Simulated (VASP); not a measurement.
# Pd (R-3m) in VASP: notebook

Pd is run at these levels: r2SCAN; tasks: single point, relaxation of cell and atoms.

All numbers are computed with VASP 6.6.1; they aren't measurements. Logs are shortened: lines on timing, memory, paths and dates and some standing lists are left out, and cuts for length are marked.

## 1. The cell of the first run

It takes space group R-3m (No. 166, trigonal). Conventional cell: a = 2.925 Å, b = 2.925 Å, c = 21.206 Å, α = 90.00°, β = 90.00°, γ = 120.00°. Within 3.8 Å of Pd (site symmetry -3m) lie 12 Pd at 2.90 to 2.93 Å. Within 3.8 Å of Pd (site symmetry 3m) lie 12 Pd at 2.90 to 2.93 Å.

## 2. Single point, r2SCAN

POSCAR reads:

```
Pd
1.0
    1.4626119918      0.8444394272      7.0687119811
   -1.4626119918      0.8444394272      7.0687119811
    0.0000000000     -1.6888788544      7.0687119811
Pd
3
Direct
    0.0000000000      0.0000000000      0.0000000000
    0.2222200000      0.2222200000      0.2222200000
    0.7777800000      0.7777800000      0.7777800000
```

INCAR.step1 reads:

```
SYSTEM = Pd
  PREC = Accurate
  ENCUT = 520
  ISMEAR = 0
  SIGMA = 0.1
  LREAL = .False.
  LASPH = .True.
  NELM = 100
  NBANDS = 22
  GGA = PE
  ALGO = Normal
  EDIFF = 1E-4
  LWAVE = .True.
  LCHARG = .False.
```

INCAR.step2 reads:

```
SYSTEM = Pd
  PREC = Accurate
  ENCUT = 520
  EDIFF = 1E-6
  ISMEAR = 0
  SIGMA = 0.1
  LREAL = .False.
  LASPH = .True.
  NELM = 100
  ALGO = Normal
  ISIF = 2
  LWAVE = .False.
  LCHARG = .True.
  METAGGA = R2SCAN
  LMIXTAU = .True.
  LELF = .True.
  LVHAR = .True.
  NBANDS = 22
  ISTART = 1
```

KPOINTS reads:

```
Automatic mesh
0
Gamma
  9 9 9
  0 0 0
```

Potentials or basis: VASP PAW PBE potentials, release 64 (Pd).

Launch:

```console
$ cat potpaw_PBE.64/Pd/POTCAR > POTCAR
$ cp INCAR.step1 INCAR
$ mpirun -np 1 vasp_std > vasp.out
$ cp INCAR.step2 INCAR
$ mpirun -np 1 vasp_std > vasp.out
```

OUTCAR:

```text
SYSTEM = Pd
   PREC = Accurate
   ENCUT = 520
   EDIFF = 1E-6
   ISMEAR = 0
   LREAL = .False.
   LASPH = .True.
   NELM = 100
   ISIF = 2
   METAGGA = R2SCAN
   ISTART = 1

 ion  position               nearest neighbor table
   1  0.000  0.000  0.000-   3 2.90   3 2.90   2 2.90   2 2.90   3 2.90   2 2.90
   2  0.222  0.222  0.222-   3 2.90   3 2.90   3 2.90   1 2.90   1 2.90   1 2.90
   3  0.778  0.778  0.778-   2 2.90   2 2.90   2 2.90   1 2.90   1 2.90   1 2.90

  LATTYP: Found a trigonal (rhomboedric) cell.
 ALAT       =     7.2676681856
 COS(alpha) =     0.9189975651

  Lattice vectors:

 A1 = (   1.4626119918,   0.8444394272,   7.0687119811)
 A2 = (  -1.4626119918,   0.8444394272,   7.0687119811)
 A3 = (   0.0000000000,  -1.6888788544,   7.0687119811)

Analysis of symmetry for initial positions (statically):
=====================================================================
 Subroutine PRICEL returns:
 Original cell was already a primitive cell.

 Routine SETGRP: Setting up the symmetry group for a
 trigonal (rhombohedral) supercell.

 Subroutine GETGRP returns: Found 12 space group operations
 (whereof 12 operations were pure point group operations)
 out of a pool of 12 trial point group operations.

The static configuration has the point symmetry D_3d.

Analysis of symmetry for dynamics (positions and initial velocities):
=====================================================================
 Subroutine PRICEL returns:
 Original cell was already a primitive cell.

 Routine SETGRP: Setting up the symmetry group for a
 trigonal (rhombohedral) supercell.

 Subroutine GETGRP returns: Found 12 space group operations
 (whereof 12 operations were pure point group operations)
 out of a pool of 12 trial point group operations.

The dynamic configuration has the point symmetry D_3d.

 Subroutine INISYM returns: Found 12 space group operations
 (whereof 12 operations are pure point group operations),
 and found     1 'primitive' translations

----------------------------------------------------------------------------------------

                                     Primitive cell

  volume of cell :      52.3829

  direct lattice vectors                    reciprocal lattice vectors
     1.462611992  0.844439427  7.068711981     0.341854164  0.197369594  0.047156163
[... 80 lines left out ...]
   ISTART =      1    job   : 0-new  1-cont  2-samecut
   ICHARG =      0    charge: 1-file 2-atom 10-const
   ISPIN  =      1    spin polarized calculation?
   LNONCOLLINEAR =      F non collinear calculations
   LSORBIT =      F    spin-orbit coupling
   LASPH  =      T    aspherical Exc in radial PAW
   ENCUT  =  520.0 eV  38.22 Ry    6.18 a.u.  13.51 13.51 13.51*2*pi/ulx,y,z
   NELM   =    100;   NELMIN=  2; NELMDL=  0     # of ELM steps
   EDIFF  = 0.1E-05   stopping-criterion for ELM
   LREAL  =      F    real-space projection
   EDIFFG = 0.1E-04   stopping-criterion for IOM
   NSW    =      0    number of steps for IOM
   IBRION =     -1    ionic relax: 0-MD 1-quasi-New 2-CG
   NFREE  =      0    steps in history (QN), initial steepest desc. (CG)
   ISIF   =      2    stress and relaxation
   ISYM   =      2    0-nonsym 1-usesym 2-fastsym
   POTIM  = 0.5000    time-step for ionic-motion
   TEBEG  =    0.0;   TEEND  =   0.0 temperature during run
   PSTRESS=    0.0 pullay stress
   NELECT =      30.0000    total number of electrons
   NUPDOWN=      -1.0000    fix difference up-down
   EMIN   =  10.00;   EMAX   =-10.00  energy-range for DOS
   EFERMI =   0.00;   METHOD = LEGACY
   ISMEAR =     0;   SIGMA  =   0.10  broadening in eV -4-tet -1-fermi 0-gaus
   EFERMI_NEDOS =   21; number of points for ismear=-14 and -15
   IALGO  =     38    algorithm
   IMIX   =      4    mixing-type and parameters
     AMIX     =   0.40;   BMIX     =  1.00
     AMIX_MAG =   1.60;   BMIX_MAG =  1.00
  volume/ion in A,a.u.               =      17.46       117.83
  Fermi-wavevector in a.u.,A,eV,Ry     =   1.359520  2.569120 25.147566  1.848294
  Thomas-Fermi vector in A             =   2.486261
   LORBIT       =      0    0 simple, 1 ext, 2 COOP (PROOUT), +10 PAW based schemes
   METAGGA = R2SCAN    functional components
   LHFCALC =     F    Hartree Fock is set to
   AEXX    =    0.0000 exact exchange contribution
   IVDW    =     0    specifies the selected vdW correction
   LEPSILON=     F    determine dielectric tensor
   LRPA    =     F    only Hartree local field effects (RPA)
 non-spin polarized calculation
 Gauss-broadening in eV      SIGMA  =   0.10
  energy-cutoff  :      520.00
  volume of cell :       52.38
 maximum number of plane-waves:      1461
 NGX is ok and might be reduce to    54
   NGX = 27   NGY = 27   NGZ = 27

 number of electron      30.0000005 magnetization

 Free energy of the ion-electron system (eV)
  ---------------------------------------------------
  ext. energy  EPLUGINS =         0.00000000
  ---------------------------------------------------
  free energy    TOTEN  =       -68.28757058 eV

  energy without entropy =      -68.23285016  energy(sigma->0) =      -68.26021037

 E-fermi :   7.0175     XC(G=0): -12.9139

 val. band max:        7.0172785975   @ k =  -0.2222   0.2222   0.2222
 cond. band min:       7.0256075209   @ k =  -0.3333   0.1111   0.1111
 fundamental gap:      0.0083289234
 Fermi energy:         7.0175115157

 k-point     1 :       0.0000    0.0000    0.0000
  band No.  band energies     occupation
      1       1.1252      2.00000
      2       2.9388      2.00000
      3       2.9462      2.00000
      4       4.7634      2.00000
      5       4.7634      2.00000
      6       4.8693      2.00000
[... 589 lines left out ...]
     21      17.9024      0.00000
     22      19.0555      0.00000

 [... further k-points ...]
[... 5 lines left out ...]
  --------------------------------------------------------------------------------------
  -------------------------------------------------------------------------------------
  Total       -6.1301000     -6.1301000     -5.6587763     -0.0000000      0.0000000      0.0000000
  in kB     -187.4946890   -187.4946890   -173.0788254     -0.0000000      0.0000000      0.0000000
  external PRESSURE =    -182.6894011 kB  Pullay stress =       0.0000000 kB

 VOLUME and BASIS-vectors are now :
 -----------------------------------------------------------------------------
  energy-cutoff  :      520.00
  volume of cell :       52.38
      direct lattice vectors                 reciprocal lattice vectors
     1.462611992  0.844439427  7.068711981     0.341854164  0.197369594  0.047156163
    -1.462611992  0.844439427  7.068711981    -0.341854164  0.197369594  0.047156163
     0.000000000 -1.688878854  7.068711981     0.000000000 -0.394739187  0.047156163

 POSITION                                       TOTAL-FORCE (eV/Angst)
 -----------------------------------------------------------------------------------
      0.00000      0.00000      0.00000         0.000000     -0.000000      0.000000
      0.00000      0.00000      4.71243        -0.000000      0.000000      0.058546
      0.00000      0.00000     16.49371        -0.000000     -0.000000     -0.058546
 -----------------------------------------------------------------------------------
    total drift:                                0.000000     -0.000000      0.000000

  FREE ENERGIE OF THE ION-ELECTRON SYSTEM (eV)
  ---------------------------------------------------
  free  energy   TOTEN  =       -68.2875705830 eV

  energy  without entropy=      -68.2328501638  energy(sigma->0) =      -68.26021037
```

It took 18 min on 1 thread of AMD EPYC 9R45 (Zen 5), shared host; peak memory 0.43 GiB.

Results:

| Quantity | Value |
| --- | --- |
| Free energy | -68.2876 eV |
| Pressure | -18.3 GPa |
| Largest force | 0.059 eV/Å |
| Band gap on the k mesh | zero (band 15 reaches 7.14 eV, above the bottom of band 16 at 6.25 eV) |

Forces in eV/Å, atoms in the order of the input:
```
Pd   0.000  0.000  0.000
Pd   0.000  0.000  0.059
Pd   0.000  0.000 -0.059
```

Caveat: the PAW data sets were made with another functional, which shifts forces and pressure a little.

## 3. Single point, r2SCAN

This run uses another cell than the first one, of 14.96 Å³/atom, 0.857 times its volume.

POSCAR reads:

```
Pd
1.0
    1.3765548269      0.7947542999      6.8378870995
   -1.3765548269      0.7947542999      6.8378870995
    0.0000000000     -1.5895085997      6.8378870995
Pd
3
Direct
    0.0000000000      0.0000000000      0.0000000000
    0.2224082164      0.2224082164      0.2224082164
    0.7775917836      0.7775917836      0.7775917836
```

INCAR.step1 reads:

```
SYSTEM = Pd
ALGO     = Normal         ! electronic algorithm
EDIFF    = 1E-4           ! SCF threshold, eV
ENCUT    = 520            ! plane-wave cutoff, eV
GGA      = PE             ! functional
ISMEAR   = 0              ! smearing method
LASPH    = .True.         ! aspherical terms in the spheres
LCHARG   = .False.        ! write CHGCAR
LREAL    = .False.        ! projectors in reciprocal space
LWAVE    = .True.         ! write WAVECAR
NBANDS   = 22             ! bands
NELM     = 100            ! most SCF steps
PREC     = Accurate       ! precision mode
SIGMA    = 0.1            ! smearing width, eV
```

INCAR.step2 reads:

```
SYSTEM = Pd
ALGO     = Normal         ! electronic algorithm
EDIFF    = 1E-6           ! SCF threshold, eV
ENCUT    = 520            ! plane-wave cutoff, eV
ISIF     = 2              ! what is computed and relaxed
ISMEAR   = 0              ! smearing method
ISTART   = 1            
LASPH    = .True.         ! aspherical terms in the spheres
LCHARG   = .False.        ! write CHGCAR
LMIXTAU  = .True.       
LREAL    = .False.        ! projectors in reciprocal space
LWAVE    = .False.        ! write WAVECAR
METAGGA  = R2SCAN         ! meta-GGA
NBANDS   = 22             ! bands
NELM     = 100            ! most SCF steps
PREC     = Accurate       ! precision mode
SIGMA    = 0.1            ! smearing width, eV
```

KPOINTS reads:

```
k-points
0
Gamma
  9 9 9
  0 0 0
```

Potentials or basis: VASP PAW PBE potentials, release 64 (Pd).

Launch:

```console
$ cat potpaw_PBE.64/Pd/POTCAR > POTCAR
$ cp INCAR.step1 INCAR
$ mpirun -np 1 vasp_std > vasp.out
$ cp INCAR.step2 INCAR
$ mpirun -np 1 vasp_std > vasp.out
```

OUTCAR:

```text
SYSTEM = Pd
   EDIFF = 1E-6
   ENCUT = 520
   ISIF = 2
   ISMEAR = 0
   ISTART = 1
   LASPH = .True.
   LREAL = .False.
   METAGGA = R2SCAN
   NELM = 100
   PREC = Accurate

 ion  position               nearest neighbor table
   1  0.000  0.000  0.000-   3 2.78   2 2.78   3 2.78   3 2.78   2 2.78   2 2.78
   2  0.222  0.222  0.222-   1 2.78   1 2.78   1 2.78   3 2.79   3 2.79   3 2.79
   3  0.778  0.778  0.778-   1 2.78   1 2.78   1 2.78   2 2.79   2 2.79   2 2.79

  LATTYP: Found a trigonal (rhomboedric) cell.
 ALAT       =     7.0202021035
 COS(alpha) =     0.9231015134

  Lattice vectors:

 A1 = (   1.3765548269,   0.7947542999,   6.8378870995)
 A2 = (  -1.3765548269,   0.7947542999,   6.8378870995)
 A3 = (   0.0000000000,  -1.5895085997,   6.8378870995)

Analysis of symmetry for initial positions (statically):
=====================================================================
 Subroutine PRICEL returns:
 Original cell was already a primitive cell.

 Routine SETGRP: Setting up the symmetry group for a
 trigonal (rhombohedral) supercell.

[... 162 lines left out ...]
  ---------------------------------------------------
  ext. energy  EPLUGINS =         0.00000000
  ---------------------------------------------------
  free energy    TOTEN  =       -68.78864515 eV

  energy without entropy =      -68.74617236  energy(sigma->0) =      -68.76740876

 E-fermi :   9.3711     XC(G=0): -14.0300

 val. band max:        9.3674636860   @ k =  -0.4444  -0.4444   0.1111
 cond. band min:       9.3732546176   @ k =  -0.4444   0.2222   0.1111
 fundamental gap:      0.0057909317
 Fermi energy:         9.3710784478

 k-point     1 :       0.0000    0.0000    0.0000
  band No.  band energies     occupation
      1       2.2920      2.00000
      2       4.1613      2.00000
      3       4.1637      2.00000
      4       6.4281      2.00000
      5       6.4851      2.00000
      6       6.4851      2.00000
[... 589 lines left out ...]
     21      20.9705      0.00000
     22      22.8278      0.00000

 [... further k-points ...]
[... 5 lines left out ...]
  --------------------------------------------------------------------------------------
  -------------------------------------------------------------------------------------
  Total        0.1692212      0.1692212      0.1193259      0.0000000      0.0000000     -0.0000000
  in kB        6.0404010      6.0404010      4.2593725      0.0000000      0.0000000     -0.0000000
  external PRESSURE =       5.4467248 kB  Pullay stress =       0.0000000 kB

 VOLUME and BASIS-vectors are now :
 -----------------------------------------------------------------------------
  energy-cutoff  :      520.00
  volume of cell :       44.88
      direct lattice vectors                 reciprocal lattice vectors
     1.376554827  0.794754300  6.837887099     0.363225634  0.209708418  0.048748002
    -1.376554827  0.794754300  6.837887099    -0.363225634  0.209708418  0.048748002
     0.000000000 -1.589508600  6.837887099     0.000000000 -0.419416835  0.048748002

 POSITION                                       TOTAL-FORCE (eV/Angst)
 -----------------------------------------------------------------------------------
      0.00000      0.00000      0.00000        -0.000000      0.000000      0.000000
      0.00000      0.00000      4.56241         0.000000      0.000000      0.004998
      0.00000      0.00000     15.95125         0.000000     -0.000000     -0.004998
 -----------------------------------------------------------------------------------
    total drift:                               -0.000000      0.000000     -0.000000

  FREE ENERGIE OF THE ION-ELECTRON SYSTEM (eV)
  ---------------------------------------------------
  free  energy   TOTEN  =       -68.7886451538 eV

  energy  without entropy=      -68.7461723608  energy(sigma->0) =      -68.76740876
```

OUTCAR.step1:

```text
SYSTEM = Pd
   EDIFF = 1E-4
   ENCUT = 520
   GGA = PE
   ISMEAR = 0
   LASPH = .True.
   LREAL = .False.
   NELM = 100
[... 824 lines left out ...]
      0.00000      0.00000      0.00000         0.000000     -0.000000      0.000000
      0.00000      0.00000      4.56241        -0.000000      0.000000      0.004057
      0.00000      0.00000     15.95125        -0.000000     -0.000000     -0.004057
 -----------------------------------------------------------------------------------
    total drift:                               -0.000000      0.000000     -0.000000

  FREE ENERGIE OF THE ION-ELECTRON SYSTEM (eV)
  ---------------------------------------------------
  free  energy   TOTEN  =       -15.5981790191 eV

  energy  without entropy=      -15.5535000213  energy(sigma->0) =      -15.57583952
```

Wall time 16 min (1 thread of AMD EPYC 9R45 (Zen 5), shared host); peak memory 0.43 GiB.

What came out:

```yaml
Free_energy: -68.7886 eV
Pressure: 0.5 GPa
Largest_force: 0.005 eV/Å
Band_gap_on_the_k_mesh: zero (band 15 reaches 9.52 eV, above the bottom of band 16 at 8.35 eV)
```

Forces in eV/Å, atoms in the order of the input:
```
Pd   0.000  0.000  0.000
Pd   0.000  0.000  0.005
Pd   0.000  0.000 -0.005
```

Stress tensor (GPa, compression positive):
```
0.60 0.00 0.00
0.00 0.60 0.00
0.00 0.00 0.43
```

Caveat: the PAW data sets were made with another functional, which shifts forces and pressure a little.

## 4. Relaxation of cell and atoms, r2SCAN

This run uses another cell than the first one, of 14.89 Å³/atom, 0.853 times its volume.

POSCAR reads:

```
Pd
1.0
    1.3692884660      0.7905590645      6.8766475755
   -1.3692884660      0.7905590645      6.8766475755
    0.0000000000     -1.5811181289      6.8766475755
Pd
3
Direct
    0.0000000000      0.0000000000      0.0000000000
    0.2224604378      0.2224604378      0.2224604378
    0.7775395622      0.7775395622      0.7775395622
```

INCAR.step1 reads:

```
SYSTEM = Pd
PREC = Accurate
ENCUT = 600
ISMEAR = 0
SIGMA = 0.1
LREAL = .False.
LASPH = .True.
NELM = 100
GGA = PE
ALGO = Normal
EDIFF = 1E-4
LWAVE = .True.
LCHARG = .False.
```

INCAR.step2 reads:

```
SYSTEM = Pd
PREC = Accurate
ENCUT = 600
EDIFF = 1E-6
ISMEAR = 0
SIGMA = 0.1
LREAL = .False.
LASPH = .True.
NELM = 100
ALGO = Normal
ISIF = 3
LWAVE = .False.
LCHARG = .False.
METAGGA = R2SCAN
LMIXTAU = .True.
IBRION = 2
NSW = 90
EDIFFG = -0.04
ISTART = 1
```

KPOINTS reads:

```
Automatic mesh
0
Gamma
  9 9 9
  0 0 0
```

Launch:

```console
$ cat potpaw_PBE.64/Pd/POTCAR > POTCAR
$ cp INCAR.step1 INCAR
$ mpirun -np 1 vasp_std > vasp.out
$ cp INCAR.step2 INCAR
$ mpirun -np 1 vasp_std > vasp.out
```

Wall time 56 min (1 thread of AMD EPYC 9R45 (Zen 5), shared host); peak memory 0.51 GiB.

Results (log left out):

- Free energy: -68.7868 eV
- Relaxed volume: 15.01 Å³/atom
- Relaxed cell: a = 7.039 Å, b = 7.039 Å, c = 7.039 Å, α = 22.56°, β = 22.56°, γ = 22.56°
- Space group after relaxing (to 0.05 Å): R-3m (No. 166)
- Energy gained by relaxing: 1.1 meV/atom
- Ionic steps: 4
- Pressure after relaxing: -0.1 GPa
- Band gap on the k mesh: zero (band 15 reaches 9.47 eV, above the bottom of band 16 at 8.30 eV)

Stress tensor (GPa, compression positive):
```
 0.10  0.00  0.00
 0.00  0.10  0.00
 0.00  0.00 -0.38
```

The path:
```tsv
step	energy change (eV)	largest force (eV/Å)	pressure (GPa)	volume (Å³)
1	0.0000	0.0158	1.54	44.66
2	0.0010	0.0021	-2.29	45.59
3	-0.0025	0.0069	-0.23	45.08
4	-0.0033	0.0005	-0.06	45.03
```

Final structure:
```
CELL_PARAMETERS angstrom
1.37692 0.79497 6.85702
-1.37692 0.79497 6.85702
0.00000 -1.58994 6.85702
ATOMIC_POSITIONS crystal
Pd 0.00000 0.00000 0.00000
Pd 0.22243 0.22243 0.22243
Pd 0.77757 0.77757 0.77757
```

Levels at points of the mesh, in eV from the Fermi level:
| k point | band 12 | band 13 | band 14 | band 15 | band 16 | band 17 | band 18 | band 19 |
| --- | --- | --- | --- | --- | --- | --- | --- | --- |
| (0.00, 0.00, 0.00) | -1.63 | -1.57 | -1.57 | -0.62 | -0.62 | -0.42 | -0.42 | 11.54 |

Caveat: the PAW data sets were made with another functional, which shifts forces and pressure a little.

## 5. The runs side by side

```tsv
task	cell	cutoff (eV)	gap on the mesh (eV)	pressure (GPa)
single point	a = 7.268 Å, angles 23.2°, 3 atoms	520	none	-18.3
single point	a = 7.020 Å, angles 22.6°, 3 atoms	520	none	0.5
relaxation of cell and atoms	relaxed from a = 7.056 Å, angles 22.4°, 3 atoms	600	none	-0.1
```

Alike in all rows: level r2SCAN; potentials or basis VASP PAW PBE potentials, release 64 (Pd); no spin polarisation; k mesh 9 × 9 × 9; smearing gaussian 0.1 eV.

Caveats: the PAW data sets were made with another functional, which shifts forces and pressure a little.

Absolute energies hang on the potentials; compare differences alone.
